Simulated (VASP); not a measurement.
ZrS2: vibrations by perturbation theory with PBEsol

Crystal: ZrS2.

```
CELL_PARAMETERS angstrom
3.36266 0.00000 0.00000
-1.68133 2.91215 0.00000
0.00000 0.00000 5.15761
ATOMIC_POSITIONS crystal
Zr 0.00000 0.00000 0.00000
S 0.33333 0.66667 0.29537
S 0.66667 0.33333 0.70463
```

```json
{
 "Program": "VASP 6.6.1",
 "Task": "vibrations by perturbation theory",
 "Functional": "PBEsol",
 "Potentials or basis": "VASP PAW PBE potentials, release 64 (Zr_sv, S)",
 "Cutoff": "500 eV",
 "k mesh": "12 × 12 × 8",
 "Occupations": "fermi-dirac, width 0.15 eV",
 "Spin": "no spin polarisation",
 "Dipole correction": "no",
 "Further INCAR settings": "ALGO = Normal; EDIFF = 1e-08; IBRION = 8; NSW = 1"
}
```

* Highest phonon frequency at Γ, LO-TO splitting left out: 398 cm⁻¹

Phonon frequencies in cm⁻¹ (negative: imaginary):
```
              q point                    frequencies
(0.000, 0.000, 0.000)  0 0 0 216 216 270 270 395 398
```

Run time: 20 min on 1 thread of Intel(R) Xeon(R) 6975P-C (Granite Rapids) (shared host), peak memory 0.93 GiB.

Caveat: the cell stands under pressure or tension, which shifts response properties.
